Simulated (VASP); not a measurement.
# LiCl (Fm-3m) in VASP: settings compared, part 2 of 2

VASP 6.6.1. Earlier steps stand in the parts before.

## Step 5: Relaxation of cell and atoms, revPBE+D3(BJ)

This run uses another cell than the first one, of 16.87 Å³/atom.

Contents of INCAR:

```
SYSTEM = LiCl
PREC = Accurate ; ENCUT = 600
EDIFF = 1E-7 ; ISMEAR = -1
SIGMA = 0.05 ; LREAL = .FALSE.
LASPH = .TRUE. ; NELM = 100
ALGO = Normal ; ISIF = 3
LWAVE = .FALSE. ; LCHARG = .FALSE.
GGA = RE ; IVDW = 12
IBRION = 2 ; NSW = 60
EDIFFG = -0.01
```

Contents of KPOINTS:

```
Automatic mesh
0
G
  9 9 9
  0 0 0
```

Contents of POSCAR:

```
LiCl
1.0
    0.0000000000      2.5647700000      2.5647700000
    2.5647700000      0.0000000000      2.5647700000
    2.5647700000      2.5647700000      0.0000000000
Cl Li
1 1
Direct
    0.5000000000      0.5000000000      0.5000000000
    0.0000000000      0.0000000000      0.0000000000
```

Potentials or basis: VASP PAW PBE potentials, release 64 (Cl, Li_sv).

Launch:

```console
> cat potpaw_PBE.64/Cl/POTCAR potpaw_PBE.64/Li_sv/POTCAR > POTCAR
> mpirun -np 1 vasp_std > vasp.out
```

OUTCAR:

```text
SYSTEM = LiCl
   PREC = Accurate
   ENCUT = 600
   EDIFF = 1E-7
   ISMEAR = -1
   LREAL = .FALSE.
   LASPH = .TRUE.
   NELM = 100
   ISIF = 3
   GGA = RE
   IVDW = 12
   IBRION = 2
   NSW = 60
   EDIFFG = -0.01
 IVDW          = 12

 ion  position               nearest neighbor table
   1  0.500  0.500  0.500-   2 2.56   2 2.56   2 2.56   2 2.56   2 2.56   2 2.56
   2  0.000  0.000  0.000-   1 2.56   1 2.56   1 2.56   1 2.56   1 2.56   1 2.56

  LATTYP: Found a face centered cubic cell.
 ALAT       =     5.1295400000

  Lattice vectors:

 A1 = (   0.0000000000,   2.5647700000,   2.5647700000)
 A2 = (   2.5647700000,   0.0000000000,   2.5647700000)
 A3 = (   2.5647700000,   2.5647700000,   0.0000000000)

Analysis of symmetry for initial positions (statically):
=====================================================================
 Subroutine PRICEL returns:
[... 296 lines left out ...]
  ext. energy  EPLUGINS =         0.00000000
  ---------------------------------------------------
  free energy    TOTEN  =        -6.95503147 eV

  energy without entropy =       -6.95503147  energy(sigma->0) =       -6.95503147

 E-fermi :   2.5013     XC(G=0):  -8.8728

 val. band max:        1.2773199580   @ k =   0.0000   0.0000   0.0000
 cond. band min:       8.2857149433   @ k =   0.0000   0.0000   0.0000
 fundamental gap:      7.0083949853
 Fermi energy:         2.5013383562

 k-point     1 :       0.0000    0.0000    0.0000
  band No.  band energies     occupation
      1     -42.3039      2.00000
      2     -12.4060      2.00000
      3       1.2773      2.00000
      4       1.2773      2.00000
      5       1.2773      2.00000
      6       8.2857      0.00000
      7      13.3359      0.00000
      8      13.3359      0.00000
      9      13.3359      0.00000
[... 265 lines left out ...]
 k-point    24 :       0.4444    0.4444    0.0000
  band No.  band energies     occupation
      1     -42.2989      2.00000
      2     -11.4673      2.00000
      3      -1.8486      2.00000
      4       0.0724      2.00000
      5       0.0724      2.00000
      6       9.5342      0.00000
      7       9.6192      0.00000
      8      14.3021      0.00000
      9      16.0594      0.00000

 [... further k-points ...]

------------------------ aborting loop because EDIFF is reached ----------------------------------------

 Edisp (eV)   -0.97028

 E8    (eV) :    -0.6373
[... 25 lines left out ...]
  FREE ENERGIE OF THE ION-ELECTRON SYSTEM (eV)
  ---------------------------------------------------
  free  energy   TOTEN  =        -7.9253112889 eV

  energy  without entropy=       -7.9253112889  energy(sigma->0) =       -7.92531129

 reached required accuracy - stopping structural energy minimisation
```

CONTCAR:

```text
LiCl
   1.00000000000000
     0.0000000000000000    2.4986897401420509    2.4986897401420509
     2.4986897401420509   -0.0000000000000000    2.4986897401420509
     2.4986897401420509    2.4986897401420509    0.0000000000000000
  Cl              Li
     1     1
Direct
     0.5000000000000000    0.5000000000000000    0.5000000000000000
     0.0000000000000000    1.0000000000000000    0.0000000000000000

  0.00000000E+00  0.00000000E+00  0.00000000E+00
  0.00000000E+00  0.00000000E+00  0.00000000E+00
```

Run time: 68 s. Hardware: 1 thread of Intel Xeon 8259CL, shared host; peak memory 0.18 GiB.

Results:

| Quantity | Value |
| --- | --- |
| Free energy | -7.9253 eV |
| Relaxed volume | 15.60 Å³/atom |
| Relaxed cell | a = 3.534 Å, b = 3.534 Å, c = 3.534 Å, α = 60.00°, β = 60.00°, γ = 60.00° |
| Space group after relaxing (to 0.1 Å) | Fm-3m (No. 225) |
| Energy gained by relaxing | 10.7 meV/atom |
| Ionic steps | 4 |
| Pressure after relaxing | 0.0 GPa |
| Band gap on the k mesh | 7.01 eV |
| Dispersion energy per atom | -0.485 eV |

The path:
| step | energy change (eV) | largest force (eV/Å) | pressure (GPa) | volume (Å³) |
| --- | --- | --- | --- | --- |
| 1 | 0.0000 | 0.0000 | -2.54 | 33.74 |
| 2 | -0.0159 | 0.0000 | -1.39 | 32.46 |
| 3 | -0.0215 | 0.0000 | -0.11 | 31.29 |
| 4 | -0.0215 | 0.0000 | 0.01 | 31.20 |

Final structure:
```cif
data_structure
_symmetry_space_group_name_H-M 'P 1'
_symmetry_Int_Tables_number 1
_cell_length_a 3.5337
_cell_length_b 3.5337
_cell_length_c 3.5337
_cell_angle_alpha 60.000
_cell_angle_beta 60.000
_cell_angle_gamma 60.000
_cell_volume 31.20
loop_
_atom_site_label
_atom_site_type_symbol
_atom_site_fract_x
_atom_site_fract_y
_atom_site_fract_z
_atom_site_occupancy
Cl1 Cl 0.50000 0.50000 0.50000 1
Li1 Li 0.00000 0.00000 0.00000 1
```

Levels at points of the mesh, in eV from the valence-band top:
| k point | band 3 | band 4 | band 5 | band 6 | band 7 | band 8 |
| --- | --- | --- | --- | --- | --- | --- |
| (0.00, 0.00, 0.00) | 0.00 | 0.00 | 0.00 | 7.01 | 12.06 | 12.06 |

Caveat: the cutoff is under 1.25 times the usual one of these potentials, so pressure, stress and relaxed cells hold a basis-set (Pulay) error; the PAW data sets were made with another functional, which shifts forces and pressure a little; an odd mesh through Γ misses points on the zone boundary, where band edges can lie. A hybrid or GW would open this gap; revPBE tends to underestimate it.

## Step 6: The runs side by side

```csv
task,level,cell,cutoff (eV),smearing,gap on the mesh (eV),pressure (GPa),relaxed volume (Å³/atom)
single point,BLYP+D4,"a = 3.608 Å, angles 60.0°, 2 atoms",520,fermi-dirac 0.05 eV,6.60,-,-
single point,PBE,"a = 3.627 Å, angles 60.0°, 2 atoms",520,gaussian 0.029 eV,6.34,-,-
relaxation of cell and atoms,RPBE+D4,"relaxed from a = 3.627 Å, angles 60.0°, 2 atoms",600,fermi-dirac 0.05 eV,6.74,0.0,16.46
relaxation of cell and atoms,revPBE+D3(BJ),"relaxed from a = 3.627 Å, angles 60.0°, 2 atoms",600,fermi-dirac 0.05 eV,7.01,0.0,15.60
```

Alike in all rows: potentials or basis VASP PAW PBE potentials, release 64 (Cl, Li_sv); no spin polarisation; k mesh 9 × 9 × 9.

Caveats: the cutoff is under 1.25 times the usual one of these potentials, so pressure, stress and relaxed cells hold a basis-set (Pulay) error; an odd mesh through Γ misses points on the zone boundary, where band edges can lie; the PAW data sets were made with another functional, which shifts forces and pressure a little (at least some runs).

Absolute energies hang on the potentials; compare differences alone.
